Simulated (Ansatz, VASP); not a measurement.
# Two plane-wave programs on KBr

```xyz
2
Lattice="0.0000 3.6883 3.6883 3.6647 0.0000 3.6883 3.6647 3.6883 0.0000" Properties=species:S:1:pos:R:3 pbc="T T T"
K     0.0000    0.0000    0.0000
Br    1.8323    1.8441    1.8441
```

Change from the starting cell: uniaxial_x strain -0.6%.

Alike in both runs: task single point; functional HSE06; k mesh 4 × 4 × 4; no spin polarisation.

```csv
,VASP,Ansatz
version,VASP 6.6.1,Ansatz 0.2.0
potentials or method,"VASP PAW PBE potentials, release 64 (K_sv, Br)","plane waves, PAW"
plane-wave cutoff (eV),520,420
occupations,"gaussian, width 0.01 eV",fixed
valence electrons in the cell,16,16
```

```csv
,VASP,Ansatz,Ansatz less VASP
gap on the k mesh at the Fermi level (eV),5.40,5.40,+0.001
pressure (GPa),0.2,0.2,-0.02
```

Ansatz's warnings: stress exchange threshold loose, stress scf threshold loose.
